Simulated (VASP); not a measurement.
# Li2S (Fm-3m) in VASP: settings compared

The runs below take Li2S through relaxation of cell and atoms, with PBEsol, LDA.

All numbers are computed with VASP 6.6.1; they aren't measurements. Logs are shortened: lines on timing, memory, paths and dates and some standing lists are left out, and cuts for length are marked.

### 1 The cell of the first run

Symmetry: Fm-3m, No. 225, cubic system. Conventional cell: a = 5.706 Å, b = 5.706 Å, c = 5.706 Å, α = 90.00°, β = 90.00°, γ = 90.00°. Within 3.3 Å of Li (site symmetry -43m) lie 4 S at 2.47 Å and 6 Li at 2.85 Å. S (site symmetry m-3m) has 8 Li at 2.47 Å within 3.3 Å.

### 2 Relaxation of cell and atoms, PBEsol

The input, INCAR:

```
SYSTEM = Li2S
PREC = Accurate ; ENCUT = 750
EDIFF = 1E-7 ; ISMEAR = -1
SIGMA = 0.02 ; LREAL = .False.
LASPH = .True. ; NELM = 120
ALGO = Normal ; ISIF = 3
LWAVE = .False. ; LCHARG = .False.
GGA = PS ; IBRION = 2
NSW = 80 ; EDIFFG = -0.005
GGA_COMPAT = .False. ; NELMIN = 4
```

The input, KPOINTS:

```
Automatic mesh
0
Gamma
  8 8 8
  0 0 0
```

The input, POSCAR:

```
Li2S
1.0
    0.0000000000      2.8528159655      2.8528159655
    2.8528159655      0.0000000000      2.8528159655
    2.8528159655      2.8528159655      0.0000000000
Li S
2 1
Direct
    0.2500000000      0.2500000000      0.2500000000
    0.7500000000      0.7500000000      0.7500000000
    0.0000000000      0.0000000000      0.0000000000
```

Potentials or basis: VASP PAW PBE potentials, release 64 (Li_sv, S).

Started as:

```bash
> cat potpaw_PBE.64/Li_sv/POTCAR potpaw_PBE.64/S/POTCAR > POTCAR
> mpirun -np 1 vasp_std > vasp.out
```

OUTCAR:

```text
SYSTEM = Li2S
   PREC = Accurate
   ENCUT = 750
   EDIFF = 1E-7
   ISMEAR = -1
   LREAL = .False.
   LASPH = .True.
   NELM = 120
   ISIF = 3
   GGA = PS
   IBRION = 2
   NSW = 80
   EDIFFG = -0.005
   NELMIN = 4

 ion  position               nearest neighbor table
   1  0.250  0.250  0.250-   3 2.47   3 2.47   3 2.47   3 2.47
   2  0.750  0.750  0.750-   3 2.47   3 2.47   3 2.47   3 2.47
   3  0.000  0.000  0.000-   2 2.47   2 2.47   2 2.47   1 2.47   2 2.47   1 2.47   1 2.47   1 2.47

  LATTYP: Found a face centered cubic cell.
 ALAT       =     5.7056319310

  Lattice vectors:

 A1 = (   0.0000000000,   2.8528159655,   2.8528159655)
 A2 = (   2.8528159655,   0.0000000000,   2.8528159655)
 A3 = (   2.8528159655,   2.8528159655,   0.0000000000)

Analysis of symmetry for initial positions (statically):
=====================================================================
 Subroutine PRICEL returns:
 Original cell was already a primitive cell.

 Routine SETGRP: Setting up the symmetry group for a
 face centered cubic supercell.

 Subroutine GETGRP returns: Found 48 space group operations
 (whereof 48 operations were pure point group operations)
 out of a pool of 48 trial point group operations.

The static configuration has the point symmetry O_h .

Analysis of symmetry for dynamics (positions and initial velocities):
=====================================================================
 Subroutine PRICEL returns:
 Original cell was already a primitive cell.

 Routine SETGRP: Setting up the symmetry group for a
 face centered cubic supercell.

 Subroutine GETGRP returns: Found 48 space group operations
 (whereof 48 operations were pure point group operations)
 out of a pool of 48 trial point group operations.

The dynamic configuration has the point symmetry O_h .

 Subroutine INISYM returns: Found 48 space group operations
 (whereof 48 operations are pure point group operations),
 and found     1 'primitive' translations

----------------------------------------------------------------------------------------

                                     Primitive cell

  volume of cell :      46.4356

  direct lattice vectors                    reciprocal lattice vectors
     0.000000000  2.852815966  2.852815966    -0.175265424  0.175265424  0.175265424
     2.852815966  0.000000000  2.852815966     0.175265424 -0.175265424  0.175265424
     2.852815966  2.852815966  0.000000000     0.175265424  0.175265424 -0.175265424

  length of vectors
[... 102 lines left out ...]
   IMIX   =      4    mixing-type and parameters
     AMIX     =   0.40;   BMIX     =  1.00
     AMIX_MAG =   1.60;   BMIX_MAG =  1.00
  volume/ion in A,a.u.               =      15.48       104.45
  Fermi-wavevector in a.u.,A,eV,Ry     =   1.042761  1.970533 14.794305  1.087351
  Thomas-Fermi vector in A             =   2.177441
   LORBIT       =      0    0 simple, 1 ext, 2 COOP (PROOUT), +10 PAW based schemes
   GGA     = PS    functional components
   LHFCALC =     F    Hartree Fock is set to
   AEXX    =    0.0000 exact exchange contribution
   IVDW    =     0    specifies the selected vdW correction
   LEPSILON=     F    determine dielectric tensor
   LRPA    =     F    only Hartree local field effects (RPA)
 conjugate gradient relaxation of ions
 non-spin polarized calculation
  energy-cutoff  :      750.00
  volume of cell :       46.44
 maximum number of plane-waves:      2200
   NGX = 17   NGY = 17   NGZ = 17

--------------------------------------- Ionic step        1  -------------------------------------------

 number of electron      11.9999999 magnetization

 Free energy of the ion-electron system (eV)
  ---------------------------------------------------
  ext. energy  EPLUGINS =         0.00000000
  ---------------------------------------------------
  free energy    TOTEN  =       -12.37330585 eV

  energy without entropy =      -12.37330585  energy(sigma->0) =      -12.37330585

------------------------ aborting loop because EDIFF is reached ----------------------------------------

  FORCE on cell =-STRESS in cart. coord.  units (eV):
  Direction    XX          YY          ZZ          XY          YZ          ZX
  --------------------------------------------------------------------------------------
  -------------------------------------------------------------------------------------
  Total       -0.3174643     -0.3174643     -0.3174643     -0.0000000     -0.0000000      0.0000000
  in kB      -10.9535313    -10.9535313    -10.9535313     -0.0000000     -0.0000000      0.0000000
  external PRESSURE =     -10.9535313 kB  Pullay stress =       0.0000000 kB
[... 61 lines left out ...]
--------------------------------------- Ionic step        3  -------------------------------------------

 number of electron      11.9999996 magnetization

 Free energy of the ion-electron system (eV)
  ---------------------------------------------------
  ext. energy  EPLUGINS =         0.00000000
  ---------------------------------------------------
  free energy    TOTEN  =       -12.37763385 eV

  energy without entropy =      -12.37763385  energy(sigma->0) =      -12.37763385

 E-fermi :   2.0183     XC(G=0):  -8.7262

 val. band max:        1.5526990601   @ k =   0.0000   0.0000   0.0000
 cond. band min:       4.7576343472   @ k =   0.5000   0.5000   0.0000
 fundamental gap:      3.2049352870
 Fermi energy:         2.0182951299

 k-point     1 :       0.0000    0.0000    0.0000
  band No.  band energies     occupation
      1     -41.8954      2.00000
      2     -41.8455      2.00000
      3      -9.5294      2.00000
      4       1.5527      2.00000
      5       1.5527      2.00000
      6       1.5527      2.00000
      7       5.7685      0.00000
      8       7.7118      0.00000
      9       7.7118      0.00000
     10       7.7118      0.00000
[... 287 lines left out ...]
 k-point    24 :      -0.3750    0.2500    0.1250
  band No.  band energies     occupation
      1     -41.8693      2.00000
      2     -41.8692      2.00000
      3      -8.9999      2.00000
      4      -1.1419      2.00000
      5       0.2554      2.00000
      6       0.6025      2.00000
      7       7.3085      0.00000
      8       8.1671      0.00000
      9       9.9033      0.00000
     10      10.5543      0.00000

 [... further k-points ...]

------------------------ aborting loop because EDIFF is reached ----------------------------------------

  FORCE on cell =-STRESS in cart. coord.  units (eV):
  Direction    XX          YY          ZZ          XY          YZ          ZX
  --------------------------------------------------------------------------------------
  -------------------------------------------------------------------------------------
  Total       -0.0031828     -0.0031828     -0.0031828      0.0000000      0.0000000      0.0000000
  in kB       -0.1127964     -0.1127964     -0.1127964      0.0000000      0.0000000      0.0000000
  external PRESSURE =      -0.1127964 kB  Pullay stress =       0.0000000 kB
[... 18 lines left out ...]
  FREE ENERGIE OF THE ION-ELECTRON SYSTEM (eV)
  ---------------------------------------------------
  free  energy   TOTEN  =       -12.3776338523 eV

  energy  without entropy=      -12.3776338523  energy(sigma->0) =      -12.37763385

 reached required accuracy - stopping structural energy minimisation
```

CONTCAR:

```text
Li2S
   1.00000000000000
    -0.0000000000000000    2.8274845909046307    2.8274845909046307
     2.8274845909046307   -0.0000000000000000    2.8274845909046307
     2.8274845909046307    2.8274845909046307    0.0000000000000000
  Li              S
     2     1
Direct
     0.2500000000000000    0.2500000000000000    0.2500000000000000
     0.7500000000000000    0.7500000000000000    0.7500000000000000
     0.0000000000000000    0.0000000000000000    0.0000000000000000

  0.00000000E+00  0.00000000E+00  0.00000000E+00
  0.00000000E+00  0.00000000E+00  0.00000000E+00
  0.00000000E+00  0.00000000E+00  0.00000000E+00
```

Wall time 82 s (1 thread of Intel Xeon 8259CL, shared host); peak memory 0.21 GiB.

Results:

| Item | Value |
| --- | --- |
| Free energy | -12.3776 eV |
| Relaxed volume | 15.07 Å³/atom |
| Relaxed cell | a = 3.999 Å, b = 3.999 Å, c = 3.999 Å, α = 60.00°, β = 60.00°, γ = 60.00° |
| Space group after relaxing (to 0.1 Å) | Fm-3m (No. 225) |
| Energy gained by relaxing | 1.4 meV/atom |
| Ionic steps | 3 |
| Pressure after relaxing | 0.0 GPa |
| Band gap on the k mesh | 3.20 eV (least direct gap 4.22 eV) |

The path:
```csv
step,energy change (eV),largest force (eV/Å),pressure (GPa),volume (Å³)
1,0.0000,0.0000,-1.10,46.44
2,-0.0035,0.0000,-0.49,45.73
3,-0.0043,0.0000,-0.01,45.21
```

Final structure:
```
Li S
1.0
     0.00000    2.82748    2.82748
     2.82748    0.00000    2.82748
     2.82748    2.82748    0.00000
Li S
2 1
Direct
  0.25000 0.25000 0.25000
  0.75000 0.75000 0.75000
  0.00000 0.00000 0.00000
```

Caveat: the PAW data sets were made with another functional, which shifts forces and pressure a little. A k mesh can miss the band edges.

### 3 Relaxation of cell and atoms, LDA

The input, INCAR:

```
ALGO = Normal ; EDIFF = 1E-7
EDIFFG = -0.005 ; ENCUT = 750
GGA_COMPAT = False ; IBRION = 2
ISIF = 3 ; ISMEAR = -1
LASPH = True ; LCHARG = False
LREAL = False ; LWAVE = False
NELM = 120 ; NELMIN = 4
NSW = 80 ; PREC = Accurate
SIGMA = 0.02
```

The input, KPOINTS:

```
k-points
0
Gamma
  8 8 8
```

POSCAR is that of step 2.

Potentials or basis: VASP PAW LDA potentials, release 64 (Li_sv, S).

Started as:

```bash
> cat potpaw_LDA.64/Li_sv/POTCAR potpaw_LDA.64/S/POTCAR > POTCAR
> mpirun -np 1 vasp_std > vasp.out
```

Wall time 83 s (1 thread of Intel Xeon 8259CL, shared host); peak memory 0.18 GiB.

The run converged. Its results:

| Item | Value |
| --- | --- |
| Free energy | -13.0157 eV |
| Relaxed volume | 14.35 Å³/atom |
| Relaxed cell | a = 3.934 Å, b = 3.934 Å, c = 3.934 Å, α = 60.00°, β = 60.00°, γ = 60.00° |
| Space group after relaxing (to 0.1 Å) | Fm-3m (No. 225) |
| Energy gained by relaxing | 11.3 meV/atom |
| Ionic steps | 4 |
| Pressure after relaxing | 0.0 GPa |
| Band gap on the k mesh | 3.12 eV (least direct gap 4.44 eV) |

The path:
| step | energy change (eV) | largest force (eV/Å) | pressure (GPa) | volume (Å³) |
| --- | --- | --- | --- | --- |
| 1 | 0.0000 | 0.0000 | -3.04 | 46.44 |
| 2 | -0.0274 | 0.0000 | -1.43 | 44.49 |
| 3 | -0.0339 | 0.0000 | -0.10 | 43.16 |
| 4 | -0.0339 | 0.0000 | 0.01 | 43.06 |

Final structure:
```
CELL_PARAMETERS angstrom
0.00000 2.78203 2.78203
2.78203 0.00000 2.78203
2.78203 2.78203 0.00000
ATOMIC_POSITIONS crystal
Li 0.25000 0.25000 0.25000
Li 0.75000 0.75000 0.75000
S 0.00000 0.00000 0.00000
```

Levels at points of the mesh, in eV from the valence-band top:
```tsv
k point	band 4	band 5	band 6	band 7	band 8	band 9
(0.00, 0.00, 0.00)	0.00	0.00	0.00	4.44	6.04	6.04
(0.50, 0.00, 0.00)	-3.18	-0.58	-0.58	6.27	6.40	6.40
(0.50, 0.50, 0.00)	-2.34	-1.62	-1.62	3.12	7.16	11.34
```

A k mesh can miss the band edges. LDA usually gives volumes a few per cent too small.
